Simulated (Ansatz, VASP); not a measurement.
## PbS: VASP beside Ansatz

```
Pb S
1.0
     0.00000    2.96575    2.96575
     2.96575    0.00000    2.96575
     2.96575    2.96575    0.00000
Pb S
1 1
Cartesian
  0.0000 0.0000 0.0000
  2.9657 2.9657 2.9657
```

Alike in both runs: task relaxation of cell and atoms; functional PBE; k mesh 5 × 5 × 5; no spin polarisation.

```csv
,VASP,Ansatz
version,VASP 6.6.1,Ansatz 0.2.0
potentials or method,"VASP PAW PBE potentials, release 64 (Pb_d, S), cutoff 500 eV","plane waves, PAW"
occupations,"gaussian, width 0.01 eV",fixed
valence electrons in the cell,20,20
```

Ansatz gave:

| Property | Result |
| --- | --- |
| relaxed volume (Å³/atom) | 27.04 |
| relaxed cell length with the largest relative difference (Å) | 4.245 |

Problem. Estimate VASP's values.

Solution. Relaxed volume (Å³/atom): 27.01; relaxed cell length with the largest relative difference (Å): 4.243.

Ansatz's warnings: stress scf threshold loose.

Neither program's run includes spin-orbit coupling.
